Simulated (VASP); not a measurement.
A run of VASP 6.6.1:

The input INCAR:

```
SYSTEM = Si
PREC = Accurate
ENCUT = 500
EDIFF = 1E-7
ISMEAR = -1
SIGMA = 0.1
LREAL = .False.
LASPH = .True.
NELM = 120
ALGO = Normal
ISIF = 3
LWAVE = .False.
LCHARG = .False.
GGA = PE
IBRION = 2
NSW = 60
EDIFFG = -0.005
PSTRESS = 24.0
GGA_COMPAT = .False.
NELMIN = 4
```

Contents of KPOINTS:

```
regular mesh
0
Gamma
  16 16 9
  0 0 0
```

POSCAR

```
Si
1.0
    2.7191408059      0.0000000000      0.0000000000
   -1.3595704030      2.3548450144      0.0000000000
    0.0000000000      0.0000000000      4.4050081056
Si
2
Direct
    0.3333333333      0.6666666667      0.2500000000
    0.6666666667      0.3333333333      0.7500000000
```

Potentials or basis: VASP PAW PBE potentials, release 64 (Si).

Run with:

```console
$ cat potpaw_PBE.64/Si/POTCAR > POTCAR
$ mpirun -np 1 vasp_std > vasp.out
```

Hardware: 1 thread of Intel Xeon 6975P-C, with other jobs on the host.

**Question.** How long does it take, and how much memory?

**Answer.** It took 80 s on 1 thread of Intel Xeon 6975P-C (shared host), peak memory 0.15 GiB. Counts: scf iterations 58, k points 150, ion steps 10.
